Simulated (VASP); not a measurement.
# Ru (Fd-3m) in VASP: further runs

The runs below take Ru through single point, with PBE.

Everything below comes from runs of VASP 6.6.1. Logs are shortened: lines on timing, memory, paths and dates and some standing lists are left out, and cuts for length are marked.

**1. The cell of the first run**

It takes space group Fd-3m (No. 227, cubic). The conventional cell has a = 5.345 Å, b = 5.345 Å, c = 5.345 Å, α = 90.00°, β = 90.00°, γ = 90.00°. Within 3.1 Å of Ru (site symmetry -43m) lie 4 Ru at 2.31 Å.

**2. Single point, PBE**

INCAR

```
SYSTEM = Ru
ALGO = Normal
EDIFF = 1E-7
ENCUT = 520
GGA = PE
ISIF = 2
ISMEAR = -1
LASPH = .True.
LCHARG = .False.
LREAL = .False.
LWAVE = .False.
NBANDS = 21
NELM = 100
PREC = Accurate
SIGMA = 0.06122561905347299
```

KPOINTS

```
k-points
0
Gamma
  17 17 17
  0 0 0
```

POSCAR

```
Ru
1.0
    0.0000000000      2.6725442043      2.6725442043
    2.6725442043      0.0000000000      2.6725442043
    2.6725442043      2.6725442043      0.0000000000
Ru
2
Direct
    0.0000000000      0.0000000000      0.0000000000
    0.2500000000      0.2500000000      0.2500000000
```

Potentials or basis: VASP PAW PBE potentials, release 64 (Ru_pv).

Launch:

```bash
$ cat potpaw_PBE.64/Ru_pv/POTCAR > POTCAR
$ mpirun -np 1 vasp_std > vasp.out
```

OUTCAR:

```text
SYSTEM = Ru
   EDIFF = 1E-7
   ENCUT = 520
   GGA = PE
   ISIF = 2
   ISMEAR = -1
   LASPH = .True.
   LREAL = .False.
   NELM = 100
   PREC = Accurate

 ion  position               nearest neighbor table
   1  0.000  0.000  0.000-   2 2.31   2 2.31   2 2.31   2 2.31
   2  0.250  0.250  0.250-   1 2.31   1 2.31   1 2.31   1 2.31

  LATTYP: Found a face centered cubic cell.
 ALAT       =     5.3450884086

  Lattice vectors:

 A1 = (   0.0000000000,   2.6725442043,   2.6725442043)
 A2 = (   2.6725442043,   0.0000000000,   2.6725442043)
 A3 = (   2.6725442043,   2.6725442043,   0.0000000000)

Analysis of symmetry for initial positions (statically):
=====================================================================
 Subroutine PRICEL returns:
 Original cell was already a primitive cell.

 Routine SETGRP: Setting up the symmetry group for a
 face centered cubic supercell.

 Subroutine GETGRP returns: Found 48 space group operations
 (whereof 24 operations were pure point group operations)
 out of a pool of 48 trial point group operations.

The static configuration has the point symmetry T_d .
 The point group associated with its full space group is O_h .

Analysis of symmetry for dynamics (positions and initial velocities):
=====================================================================
 Subroutine PRICEL returns:
 Original cell was already a primitive cell.

 Routine SETGRP: Setting up the symmetry group for a
 face centered cubic supercell.

 Subroutine GETGRP returns: Found 48 space group operations
 (whereof 24 operations were pure point group operations)
 out of a pool of 48 trial point group operations.

The dynamic configuration has the point symmetry T_d .
 The point group associated with its full space group is O_h .

 Subroutine INISYM returns: Found 48 space group operations
 (whereof 24 operations are pure point group operations),
 and found     1 'primitive' translations

----------------------------------------------------------------------------------------

                                     Primitive cell

  volume of cell :      38.1773

  direct lattice vectors                    reciprocal lattice vectors
     0.000000000  2.672544204  2.672544204    -0.187087644  0.187087644  0.187087644
     2.672544204  0.000000000  2.672544204     0.187087644 -0.187087644  0.187087644
     2.672544204  2.672544204  0.000000000     0.187087644  0.187087644 -0.187087644

  length of vectors
     3.779548260  3.779548260  3.779548260     0.324045306  0.324045306  0.324045306

  position of ions in fractional coordinates (direct lattice)
     0.000000000  0.000000000  0.000000000
     0.250000000  0.250000000  0.250000000

  ion indices of the primitive-cell ions
   primitive index   ion index
                 1           1
                 2           2

----------------------------------------------------------------------------------------

 KPOINTS: k-points

Automatic generation of k-mesh.
 Grid dimensions read from file:
 generate k-points for:   17   17   17

 Generating k-lattice:

  Cartesian coordinates                     Fractional coordinates (reciprocal lattice)
    -0.011005156  0.011005156  0.011005156     0.058823529  0.000000000  0.000000000
     0.011005156 -0.011005156  0.011005156     0.000000000  0.058823529  0.000000000
     0.011005156  0.011005156 -0.011005156     0.000000000  0.000000000  0.058823529

  Length of vectors
     0.019061489  0.019061489  0.019061489

  Shift w.r.t. Gamma in fractional coordinates (k-lattice)
     0.000000000  0.000000000  0.000000000

 Subroutine IBZKPT returns following result:
 ===========================================

 Found    165 irreducible k-points:

 Following reciprocal coordinates:
            Coordinates               Weight
  0.000000  0.000000  0.000000      1.000000
  0.058824  0.000000  0.000000      8.000000
  0.117647  0.000000  0.000000      8.000000
  0.176471  0.000000  0.000000      8.000000
  0.235294  0.000000  0.000000      8.000000
  0.294118  0.000000  0.000000      8.000000
[... 16 lines left out ...]
 -0.176471  0.058824  0.000000     24.000000
 -0.117647  0.058824  0.000000     24.000000
 [... further k-points ...]
   k-points           NKPTS =    165   k-points in BZ     NKDIM =    165   number of bands    NBANDS=     21
   number of dos      NEDOS =    301   number of ions     NIONS =      2
   total plane-waves  NPLWV =  21952
   dimension x,y,z NGX =    28 NGY =   28 NGZ =   28
   dimension x,y,z NGXF=    56 NGYF=   56 NGZF=   56
   ions per type =               2
   NGX,Y,Z   is equivalent  to a cutoff of  12.32, 12.32, 12.32 a.u.
   NGXF,Y,Z  is equivalent  to a cutoff of  24.63, 24.63, 24.63 a.u.
 SYSTEM =  Ru
   PREC   = accura    normal or accurate (medium, high low for compatibility)
   ISTART =      0    job   : 0-new  1-cont  2-samecut
   ICHARG =      2    charge: 1-file 2-atom 10-const
   ISPIN  =      1    spin polarized calculation?
   LNONCOLLINEAR =      F non collinear calculations
   LSORBIT =      F    spin-orbit coupling
   LASPH  =      T    aspherical Exc in radial PAW
   ENCUT  =  520.0 eV  38.22 Ry    6.18 a.u.   7.03  7.03  7.03*2*pi/ulx,y,z
   NELM   =    100;   NELMIN=  2; NELMDL= -5     # of ELM steps
   EDIFF  = 0.1E-06   stopping-criterion for ELM
   LREAL  =      F    real-space projection
   EDIFFG = 0.1E-05   stopping-criterion for IOM
   NSW    =      0    number of steps for IOM
   IBRION =     -1    ionic relax: 0-MD 1-quasi-New 2-CG
   NFREE  =      0    steps in history (QN), initial steepest desc. (CG)
   ISIF   =      2    stress and relaxation
   ISYM   =      2    0-nonsym 1-usesym 2-fastsym
   POTIM  = 0.5000    time-step for ionic-motion
   TEBEG  =    0.0;   TEEND  =   0.0 temperature during run
   PSTRESS=    0.0 pullay stress
   NELECT =      28.0000    total number of electrons
   NUPDOWN=      -1.0000    fix difference up-down
   EMIN   =  10.00;   EMAX   =-10.00  energy-range for DOS
   EFERMI =   0.00;   METHOD = LEGACY
   ISMEAR =    -1;   SIGMA  =   0.06  broadening in eV -4-tet -1-fermi 0-gaus
   EFERMI_NEDOS =   21; number of points for ismear=-14 and -15
   IALGO  =     38    algorithm
   IMIX   =      4    mixing-type and parameters
     AMIX     =   0.40;   BMIX     =  1.00
     AMIX_MAG =   1.60;   BMIX_MAG =  1.00
  volume/ion in A,a.u.               =      19.09       128.82
  Fermi-wavevector in a.u.,A,eV,Ry     =   1.476361  2.789918 29.655834  2.179642
  Thomas-Fermi vector in A             =   2.590897
   LORBIT       =      0    0 simple, 1 ext, 2 COOP (PROOUT), +10 PAW based schemes
   GGA     = PE    functional components
   LHFCALC =     F    Hartree Fock is set to
   AEXX    =    0.0000 exact exchange contribution
   IVDW    =     0    specifies the selected vdW correction
   LEPSILON=     F    determine dielectric tensor
   LRPA    =     F    only Hartree local field effects (RPA)
 non-spin polarized calculation
  energy-cutoff  :      520.00
  volume of cell :       38.18
 maximum number of plane-waves:      1042
   NGX = 13   NGY = 13   NGZ = 13

 number of electron      28.0000001 magnetization

 Free energy of the ion-electron system (eV)
  ---------------------------------------------------
  ext. energy  EPLUGINS =         0.00000000
  ---------------------------------------------------
  free energy    TOTEN  =       -16.01580359 eV

  energy without entropy =      -15.99409879  energy(sigma->0) =      -16.00495119

 E-fermi :   7.8087     XC(G=0): -11.6666

 val. band max:        7.8048615332   @ k =   0.4118   0.3529   0.0588
 cond. band min:       7.8144246667   @ k =   0.4706   0.2353   0.0588
 fundamental gap:      0.0095631335
 Fermi energy:         7.8087182588

 k-point     1 :       0.0000    0.0000    0.0000
  band No.  band energies     occupation
      1     -35.4926      2.00000
      2     -35.4926      2.00000
      3     -35.4926      2.00000
      4     -34.4617      2.00000
      5     -34.4617      2.00000
      6     -34.4617      2.00000
[... 13 lines left out ...]
     20      20.5820      0.00000
     21      21.0804      0.00000

 k-point     2 :       0.0588    0.0000    0.0000
  band No.  band energies     occupation
      1     -35.4969      2.00000
      2     -35.4969      2.00000
      3     -35.4920      2.00000
      4     -34.4627      2.00000
      5     -34.4571      2.00000
      6     -34.4571      2.00000
[... 13 lines left out ...]
     20      19.8921      0.00000
     21      21.0483      0.00000

 k-point     3 :       0.1176    0.0000    0.0000
  band No.  band energies     occupation
      1     -35.5091      2.00000
      2     -35.5091      2.00000
      3     -35.4904      2.00000
      4     -34.4652      2.00000
      5     -34.4442      2.00000
      6     -34.4442      2.00000
[... 13 lines left out ...]
     20      18.9028      0.00000
     21      20.3738      0.00000

 k-point     4 :       0.1765    0.0000    0.0000
  band No.  band energies     occupation
      1     -35.5270      2.00000
      2     -35.5270      2.00000
      3     -35.4880      2.00000
      4     -34.4688      2.00000
      5     -34.4251      2.00000
      6     -34.4251      2.00000
[... 13 lines left out ...]
     20      18.6802      0.00000
     21      19.5588      0.00000

 k-point     5 :       0.2353    0.0000    0.0000
  band No.  band energies     occupation
      1     -35.5478      2.00000
      2     -35.5478      2.00000
      3     -35.4854      2.00000
      4     -34.4728      2.00000
      5     -34.4028      2.00000
      6     -34.4028      2.00000
[... 13 lines left out ...]
     20      18.6798      0.00000
     21      19.0508      0.00000
[... 382 lines left out ...]
     20      18.6792      0.00000
     21      18.6814      0.00000

 k-point    22 :      -0.2353    0.0588    0.0000
  band No.  band energies     occupation
      1     -35.5791      2.00000
      2     -35.5499      2.00000
      3     -35.4671      2.00000
      4     -34.4911      2.00000
      5     -34.4005      2.00000
      6     -34.3712      2.00000
[... 13 lines left out ...]
     20      18.6797      0.00000
     21      18.6913      0.00000

 k-point    23 :      -0.1765    0.0588    0.0000
  band No.  band energies     occupation
      1     -35.5555      2.00000
      2     -35.5292      2.00000
      3     -35.4737      2.00000
      4     -34.4835      2.00000
      5     -34.4226      2.00000
      6     -34.3958      2.00000
[... 13 lines left out ...]
     20      18.6800      0.00000
     21      19.0088      0.00000

 k-point    24 :      -0.1176    0.0588    0.0000
  band No.  band energies     occupation
      1     -35.5321      2.00000
      2     -35.5118      2.00000
      3     -35.4803      2.00000
      4     -34.4758      2.00000
      5     -34.4412      2.00000
      6     -34.4203      2.00000
[... 13 lines left out ...]
     20      18.6822      0.00000
     21      19.5428      0.00000

 [... further k-points ...]

------------------------ aborting loop because EDIFF is reached ----------------------------------------

  FORCE on cell =-STRESS in cart. coord.  units (eV):
  Direction    XX          YY          ZZ          XY          YZ          ZX
  --------------------------------------------------------------------------------------
  -------------------------------------------------------------------------------------
  Total        2.8283327      2.8283327      2.8283327      0.0000000      0.0000000      0.0000000
  in kB      118.6960844    118.6960844    118.6960844      0.0000000      0.0000000      0.0000000
  external PRESSURE =     118.6960844 kB  Pullay stress =       0.0000000 kB

 VOLUME and BASIS-vectors are now :
 -----------------------------------------------------------------------------
  energy-cutoff  :      520.00
  volume of cell :       38.18
      direct lattice vectors                 reciprocal lattice vectors
     0.000000000  2.672544204  2.672544204    -0.187087644  0.187087644  0.187087644
     2.672544204  0.000000000  2.672544204     0.187087644 -0.187087644  0.187087644
     2.672544204  2.672544204  0.000000000     0.187087644  0.187087644 -0.187087644

 POSITION                                       TOTAL-FORCE (eV/Angst)
 -----------------------------------------------------------------------------------
      0.00000      0.00000      0.00000        -0.000000     -0.000000     -0.000000
      1.33627      1.33627      1.33627         0.000000      0.000000      0.000000
 -----------------------------------------------------------------------------------
    total drift:                                0.000000      0.000000      0.000000

  FREE ENERGIE OF THE ION-ELECTRON SYSTEM (eV)
  ---------------------------------------------------
  free  energy   TOTEN  =       -16.0158035908 eV

  energy  without entropy=      -15.9940987934  energy(sigma->0) =      -16.00495119
```

Wall time 2.5 min (1 thread of AMD EPYC 7R43 (Zen 3), shared host); peak memory 0.19 GiB.

What came out:

| Quantity | Value |
| --- | --- |
| Free energy | -16.0158 eV |
| Pressure | 11.9 GPa |
| Band gap on the k mesh | zero (band 14 reaches 8.32 eV, above the bottom of band 15 at 7.27 eV) |

**3. Single point, PBE**

INCAR

```
PREC = Accurate
ENCUT = 520
EDIFF = 1E-7
ISMEAR = -1
SIGMA = 0.06122561905347299
LREAL = False
LASPH = True
NELM = 100
ALGO = Normal
ISIF = 2
LWAVE = False
LCHARG = False
GGA = PE
NBANDS = 21
```

KPOINTS

```
Automatic mesh
0
Gamma
  17 17 17
```

POSCAR is that of step 2.

Potentials or basis: VASP PAW PBE potentials, release 64 (Ru_pv).

Launch:

```bash
$ cat potpaw_PBE.64/Ru_pv/POTCAR > POTCAR
$ mpirun -np 1 vasp_std > vasp.out
```

It took 2.5 min on 1 thread of AMD EPYC 7R43 (Zen 3), shared host; peak memory 0.19 GiB.

The run converged. Its results:

```yaml
Free_energy: -16.0158 eV
Pressure: 11.9 GPa
Band_gap_on_the_k_mesh: zero (band 14 reaches 8.32 eV, above the bottom of band 15 at 7.27 eV)
```

Levels at points of the mesh, in eV from the Fermi level:
| k point | band 11 | band 12 | band 13 | band 14 | band 15 | band 16 | band 17 | band 18 |
| --- | --- | --- | --- | --- | --- | --- | --- | --- |
| (0.00, 0.00, 0.00) | -3.39 | -3.39 | -0.49 | -0.49 | -0.49 | 2.04 | 2.04 | 10.87 |

**4. Single point, PBE**

This run uses another cell than the first one, of 19.49 Å³/atom, 1.021 times its volume.

INCAR

```
ALGO = Normal
EDIFF = 1E-7
ENCUT = 520
GGA = PE
ISIF = 2
ISMEAR = -1
LASPH = T
LCHARG = F
LREAL = F
LWAVE = F
NBANDS = 21
NELM = 80
PREC = Accurate
SIGMA = 0.06122561905347299
```

KPOINTS

```
k-points
0
Gamma
  17 17 17
```

POSCAR

```
Ru
1.0
    0.0000000000      2.6913655583      2.6913655583
    2.6913655583      0.0000000000      2.6913655583
    2.6913655583      2.6913655583      0.0000000000
Ru
2
Direct
    0.0000000000      0.0000000000      0.0000000000
    0.2500000000      0.2500000000      0.2500000000
```

Launch:

```bash
$ cat potpaw_PBE.64/Ru_pv/POTCAR > POTCAR
$ mpirun -np 1 vasp_std > vasp.out
```

It took 92 s on 1 thread of Intel Xeon Platinum 8375C at 2.90GHz (Ice Lake), shared host; peak memory 0.23 GiB.

Results (log left out):

```
Free energy            : -16.0651 eV
Pressure               : 7.5 GPa
Band gap on the k mesh : zero (band 14 reaches 8.03 eV, above the bottom of band 15 at 7.01 eV)
```

Levels at points of the mesh, in eV from the Fermi level:
```tsv
k point	band 11	band 12	band 13	band 14	band 15	band 16	band 17	band 18
(0.00, 0.00, 0.00)	-3.32	-3.32	-0.48	-0.48	-0.48	1.97	1.97	10.89
```

[end of part 1 of 2]
